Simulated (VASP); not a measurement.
# I (Fmmm) in VASP: notebook, part 2 of 2

VASP 6.6.1. Earlier steps stand in the parts before.

### Step 5. Single point, LDA

This run uses another cell than the first one, of the same volume but with other edges.

The input, INCAR:

```
SYSTEM = I
PREC = Accurate
ENCUT = 520
EDIFF = 1E-6
ISMEAR = 0
SIGMA = 0.15
LREAL = .FALSE.
LASPH = .TRUE.
NELM = 100
ALGO = Normal
ISIF = 2
LWAVE = .FALSE.
LCHARG = .FALSE.
GGA = CA
NBANDS = 10
```

The input, KPOINTS:

```
Automatic mesh
0
G
  18 18 18
  0 0 0
```

The input, POSCAR:

```
I
1.0
    0.0000000000      2.2916264756      4.1663343905
    2.1236924299      0.0000000000      4.1663343905
    2.1236924299      2.2916264756      0.0000000000
I
1
Direct
    0.0000000000      0.0000000000      0.0000000000
```

Potentials or basis: VASP PAW LDA potentials, release 64 (I).

Launch:

```sh
> cat potpaw_LDA.64/I/POTCAR > POTCAR
> mpirun -np 1 vasp_std > vasp.out
```

OUTCAR:

```text
SYSTEM = I
   PREC = Accurate
   ENCUT = 520
   EDIFF = 1E-6
   ISMEAR = 0
   LREAL = .FALSE.
   LASPH = .TRUE.
   NELM = 100
   ISIF = 2
   GGA = CA

 ion  position               nearest neighbor table
   1  0.000  0.000  0.000-

  LATTYP: Found a face centered orthorhombic cell.
 ALAT       =     4.2473848598
 B/A-ratio  =     1.0790764441
 C/A-ratio  =     1.9618351188

  Lattice vectors:

 A1 = (   0.0000000000,   2.2916264756,   4.1663343905)
 A2 = (   2.1236924299,   0.0000000000,   4.1663343905)
 A3 = (   2.1236924299,   2.2916264756,   0.0000000000)

Analysis of symmetry for initial positions (statically):
=====================================================================
 Subroutine PRICEL returns:
 Original cell was already a primitive cell.

 Routine SETGRP: Setting up the symmetry group for a
 face centered orthorhombic supercell.

 Subroutine GETGRP returns: Found  8 space group operations
 (whereof  8 operations were pure point group operations)
 out of a pool of  8 trial point group operations.

The static configuration has the point symmetry D_2h.

Analysis of symmetry for dynamics (positions and initial velocities):
=====================================================================
 Subroutine PRICEL returns:
 Original cell was already a primitive cell.

 Routine SETGRP: Setting up the symmetry group for a
 face centered orthorhombic supercell.

 Subroutine GETGRP returns: Found  8 space group operations
 (whereof  8 operations were pure point group operations)
 out of a pool of  8 trial point group operations.

The dynamic configuration has the point symmetry D_2h.

 Subroutine INISYM returns: Found  8 space group operations
 (whereof  8 operations are pure point group operations),
 and found     1 'primitive' translations

----------------------------------------------------------------------------------------

                                     Primitive cell

  volume of cell :      40.5527

  direct lattice vectors                    reciprocal lattice vectors
     0.000000000  2.291626476  4.166334391    -0.235438990  0.218185645  0.120009570
     2.123692430  0.000000000  4.166334391     0.235438990 -0.218185645  0.120009570
     2.123692430  2.291626476  0.000000000     0.235438990  0.218185645 -0.120009570

  length of vectors
     4.754986242  4.676367371  3.124359365     0.342693435  0.342693435  0.342693435

  position of ions in fractional coordinates (direct lattice)
     0.000000000  0.000000000  0.000000000

  ion indices of the primitive-cell ions
   primitive index   ion index
                 1           1

----------------------------------------------------------------------------------------

 KPOINTS: Automatic mesh

Automatic generation of k-mesh.
 Grid dimensions read from file:
 generate k-points for:   18   18   18

 Generating k-lattice:

  Cartesian coordinates                     Fractional coordinates (reciprocal lattice)
    -0.013079944  0.012121425  0.006667198     0.055555556  0.000000000  0.000000000
     0.013079944 -0.012121425  0.006667198     0.000000000  0.055555556  0.000000000
     0.013079944  0.012121425 -0.006667198     0.000000000  0.000000000  0.055555556

  Length of vectors
     0.019038524  0.019038524  0.019038524

  Shift w.r.t. Gamma in fractional coordinates (k-lattice)
     0.000000000  0.000000000  0.000000000

 Subroutine IBZKPT returns following result:
 ===========================================

 Found    865 irreducible k-points:

 Following reciprocal coordinates:
            Coordinates               Weight
  0.000000  0.000000  0.000000      1.000000
  0.055556 -0.000000 -0.000000      8.000000
  0.111111 -0.000000 -0.000000      8.000000
  0.166667  0.000000 -0.000000      8.000000
  0.222222  0.000000 -0.000000      8.000000
  0.277778 -0.000000 -0.000000      8.000000
[... 16 lines left out ...]
 -0.277778  0.055556  0.000000      8.000000
 -0.222222  0.055556  0.000000      8.000000
 [... further k-points ...]
   k-points           NKPTS =    865   k-points in BZ     NKDIM =    865   number of bands    NBANDS=     10
   number of dos      NEDOS =    301   number of ions     NIONS =      1
   total plane-waves  NPLWV =  31104
   dimension x,y,z NGX =    36 NGY =   36 NGZ =   24
   dimension x,y,z NGXF=    72 NGYF=   72 NGZF=   48
   ions per type =               1
   NGX,Y,Z   is equivalent  to a cutoff of  12.59, 12.80, 12.77 a.u.
   NGXF,Y,Z  is equivalent  to a cutoff of  25.17, 25.60, 25.54 a.u.
 SYSTEM =  I
   PREC   = accura    normal or accurate (medium, high low for compatibility)
   ISTART =      0    job   : 0-new  1-cont  2-samecut
   ICHARG =      2    charge: 1-file 2-atom 10-const
   ISPIN  =      1    spin polarized calculation?
   LNONCOLLINEAR =      F non collinear calculations
   LSORBIT =      F    spin-orbit coupling
   LASPH  =      T    aspherical Exc in radial PAW
   ENCUT  =  520.0 eV  38.22 Ry    6.18 a.u.   8.84  8.69  5.81*2*pi/ulx,y,z
   NELM   =    100;   NELMIN=  2; NELMDL= -5     # of ELM steps
   EDIFF  = 0.1E-05   stopping-criterion for ELM
   LREAL  =      F    real-space projection
   EDIFFG = 0.1E-04   stopping-criterion for IOM
   NSW    =      0    number of steps for IOM
   IBRION =     -1    ionic relax: 0-MD 1-quasi-New 2-CG
   NFREE  =      0    steps in history (QN), initial steepest desc. (CG)
   ISIF   =      2    stress and relaxation
   ISYM   =      2    0-nonsym 1-usesym 2-fastsym
   POTIM  = 0.5000    time-step for ionic-motion
   TEBEG  =    0.0;   TEEND  =   0.0 temperature during run
   PSTRESS=    0.0 pullay stress
   NELECT =       7.0000    total number of electrons
   NUPDOWN=      -1.0000    fix difference up-down
   EMIN   =  10.00;   EMAX   =-10.00  energy-range for DOS
   EFERMI =   0.00;   METHOD = LEGACY
   ISMEAR =     0;   SIGMA  =   0.15  broadening in eV -4-tet -1-fermi 0-gaus
   EFERMI_NEDOS =   21; number of points for ismear=-14 and -15
   IALGO  =     38    algorithm
   IMIX   =      4    mixing-type and parameters
     AMIX     =   0.40;   BMIX     =  1.00
     AMIX_MAG =   1.60;   BMIX_MAG =  1.00
  volume/ion in A,a.u.               =      40.55       273.66
  Fermi-wavevector in a.u.,A,eV,Ry     =   0.911523  1.722529 11.304731  0.830874
  Thomas-Fermi vector in A             =   2.035812
   LORBIT       =      0    0 simple, 1 ext, 2 COOP (PROOUT), +10 PAW based schemes
   GGA     = CA    functional components
   LHFCALC =     F    Hartree Fock is set to
   AEXX    =    0.0000 exact exchange contribution
   IVDW    =     0    specifies the selected vdW correction
   LEPSILON=     F    determine dielectric tensor
   LRPA    =     F    only Hartree local field effects (RPA)
 non-spin polarized calculation
 Gauss-broadening in eV      SIGMA  =   0.15
  energy-cutoff  :      520.00
  volume of cell :       40.55
 maximum number of plane-waves:      1110
   NGX = 17   NGY = 17   NGZ = 11

 number of electron       7.0000000 magnetization

 Free energy of the ion-electron system (eV)
  ---------------------------------------------------
  ext. energy  EPLUGINS =         0.00000000
  ---------------------------------------------------
  free energy    TOTEN  =        -1.92724361 eV

  energy without entropy =       -1.92099013  energy(sigma->0) =       -1.92411687

 E-fermi :   3.5007     XC(G=0):  -8.5174

 val. band max:        3.4851978340   @ k =   0.2778   0.5000   0.1111
 cond. band min:       3.5082185599   @ k =   0.2222   0.4444   0.1111
 fundamental gap:      0.0230207259
 Fermi energy:         3.5006992135

 k-point     1 :       0.0000    0.0000    0.0000
  band No.  band energies     occupation
      1     -10.8700      2.00000
      2       0.8573      2.00000
      3       4.4482      0.00000
      4       4.7571      0.00000
      5       7.1259      0.00000
      6      10.8665      0.00000
      7      11.7485      0.00000
      8      16.0635      0.00000
      9      16.2123      0.00000
     10      16.5008      0.00000
[... 287 lines left out ...]
 k-point    24 :      -0.2222    0.0556    0.0000
  band No.  band energies     occupation
      1     -10.0409      2.00000
      2       0.0263      2.00000
      3       1.3736      2.00000
      4       5.1704      0.00000
      5       8.4295      0.00000
      6      10.3538      0.00000
      7      12.1281      0.00000
      8      16.2987      0.00000
      9      17.0059      0.00000
     10      17.8321      0.00000

 [... further k-points ...]

------------------------ aborting loop because EDIFF is reached ----------------------------------------

  FORCE on cell =-STRESS in cart. coord.  units (eV):
  Direction    XX          YY          ZZ          XY          YZ          ZX
  --------------------------------------------------------------------------------------
  -------------------------------------------------------------------------------------
  Total        0.2725659      0.3452632     -0.3273041      0.0000000      0.0000000      0.0000000
  in kB       10.7686807     13.6408440    -12.9313068      0.0000000      0.0000000      0.0000000
  external PRESSURE =       3.8260726 kB  Pullay stress =       0.0000000 kB

 VOLUME and BASIS-vectors are now :
 -----------------------------------------------------------------------------
  energy-cutoff  :      520.00
  volume of cell :       40.55
      direct lattice vectors                 reciprocal lattice vectors
     0.000000000  2.291626476  4.166334391    -0.235438990  0.218185645  0.120009570
     2.123692430  0.000000000  4.166334391     0.235438990 -0.218185645  0.120009570
     2.123692430  2.291626476  0.000000000     0.235438990  0.218185645 -0.120009570

 POSITION                                       TOTAL-FORCE (eV/Angst)
 -----------------------------------------------------------------------------------
      0.00000      0.00000      0.00000        -0.000000      0.000000     -0.000000
 -----------------------------------------------------------------------------------
    total drift:                                0.000000     -0.000000      0.000000

  FREE ENERGIE OF THE ION-ELECTRON SYSTEM (eV)
  ---------------------------------------------------
  free  energy   TOTEN  =        -1.9272436082 eV

  energy  without entropy=       -1.9209901292  energy(sigma->0) =       -1.92411687
```

OSZICAR:

```text
N       E                     dE             d eps       ncg     rms          rms(c)
DAV:   1     0.207155269401E+02    0.20716E+02   -0.24213E+03 17316   0.489E+02
DAV:   2    -0.968745125885E+00   -0.21684E+02   -0.20799E+02 22310   0.832E+01
DAV:   3    -0.194883236223E+01   -0.98009E+00   -0.97398E+00 21624   0.181E+01
DAV:   4    -0.195901120052E+01   -0.10179E-01   -0.10177E-01 21736   0.224E+00
DAV:   5    -0.195916935924E+01   -0.15816E-03   -0.15816E-03 21662   0.255E-01    0.622E+00
DAV:   6    -0.193647931998E+01    0.22690E-01   -0.17129E-02 19320   0.606E-01    0.383E+00
DAV:   7    -0.192743193736E+01    0.90474E-02   -0.34873E-02 18964   0.881E-01    0.129E-01
DAV:   8    -0.192724307605E+01    0.18886E-03   -0.17134E-03 18958   0.251E-01    0.301E-02
DAV:   9    -0.192724407564E+01   -0.99960E-06   -0.24076E-05 22168   0.357E-02    0.124E-02
DAV:  10    -0.192724360823E+01    0.46741E-06   -0.22610E-06 19834   0.766E-03
   1 F= -.19272436E+01 E0= -.19241169E+01  d E =-.625348E-02
```

stdout:

```text
POSCAR found type information on POSCAR I
 POSCAR found :  1 types and       1 ions
 scaLAPACK will be used
 LDA part: xc-table for (Slater(with rela. corr.)+CA(PZ))
 , standard interpolation
 POSCAR, INCAR and KPOINTS ok, starting setup
 FFT: planning ... GRIDC
 FFT: planning ... GRID_SOFT
 FFT: planning ... GRID
 WAVECAR not read
 entering main loop
```

Wall time 2.1 min (1 thread of Intel Xeon Platinum 8488C (Sapphire Rapids), shared host); peak memory 0.41 GiB.

Results:

* Free energy: -1.9272 eV
* Pressure: 0.4 GPa

Caveat: spin-orbit coupling is left out, which moves the levels of the heavy elements; an odd number of electrons without spin polarisation forces a metal; a magnetic or distorted state may lie lower.

### Step 6. Overview

```tsv
cell	gap on the mesh (eV)	pressure (GPa)
a = 4.945, b = 4.873, c = 3.035 Å, angles 73.3, 70.7, 36.0°, 1 atom	none	3.6
a = 4.427, b = 4.331, c = 3.316 Å, angles 69.3, 66.2, 44.5°, 1 atom	none	-3.8
a = 4.306, b = 4.203, c = 3.405 Å, angles 68.0, 64.8, 47.2°, 1 atom	none	-4.7
a = 4.755, b = 4.676, c = 3.124 Å, angles 72.0, 69.3, 38.7°, 1 atom	none	0.4
```

Alike in all rows: task single point; level LDA; potentials or basis VASP PAW LDA potentials, release 64 (I); no spin polarisation; k mesh 18 × 18 × 18; cutoff (eV) 520; smearing gaussian 0.15 eV.

Caveats: spin-orbit coupling is left out, which moves the levels of the heavy elements; an odd number of electrons without spin polarisation forces a metal; a magnetic or distorted state may lie lower.

Absolute energies hang on the potentials; compare differences alone.
